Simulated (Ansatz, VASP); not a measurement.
**Two plane-wave programs on Mo**

INCAR

```
SYSTEM = Mo
PREC = Accurate ; ENCUT = 520
EDIFF = 1E-7 ; ISMEAR = 0
SIGMA = 0.15 ; LREAL = .FALSE.
LASPH = .TRUE. ; NELM = 80
ALGO = Fast ; ISIF = 2
LWAVE = .FALSE. ; LCHARG = .TRUE.
GGA = PE ; LELF = .TRUE.
LVHAR = .TRUE. ; NBANDS = 13
```

Contents of KPOINTS:

```
Automatic mesh
0
G
  22 22 22
  0 0 0
```

Contents of POSCAR:

```
Mo
1.0
   -1.5081600000      1.5081600000      1.6966800000
    1.5081600000     -1.5081600000      1.6966800000
    1.5081600000      1.5081600000     -1.6966800000
Mo
1
Direct
    0.0000000000      0.0000000000      0.0000000000
```

Input for Ansatz:

```yaml
crystal:
  lattice:
    - [-1.50816, 1.50816, 1.69668]
    - [1.50816, -1.50816, 1.69668]
    - [1.50816, 1.50816, -1.69668]
  atoms:
    - { symbol: Mo, position: [0.0, 0.0, 0.0] }
basis:
  ecutwfc: 420
kpoints:
  mp_grid: { grid: [22, 22, 22] }
hamiltonian:
  xc: pbe
scf:
  occupations: { method: gaussian, width: 0.15 }
output:
  forces: true
  stress: true
  eigenvalues: true
```

Change from the starting cell: strain -0.040 along x and y, +0.080 along z, atoms carried along.

Alike in both runs: task single point; functional PBE; k mesh 22 × 22 × 22; occupations gaussian, width 0.15 eV; no spin polarisation.

```csv
,VASP,Ansatz
version,VASP 6.6.1,Ansatz 0.2.0
potentials or method,"VASP PAW PBE potentials, release 64 (Mo_sv), cutoff 520 eV","scalar-relativistic, plane waves, PAW"
valence electrons in the cell,14,14
```

```csv
,VASP,Ansatz,Ansatz less VASP
gap on the k mesh at the Fermi level (eV),none,none,-
pressure (GPa),8.4,7.8,-0.56
"traceless stress, the component that is largest in VASP (GPa)",-20.02,-20.05,-0.024
```

A gap of «none» marks a metal or a gap that the smearing closes.
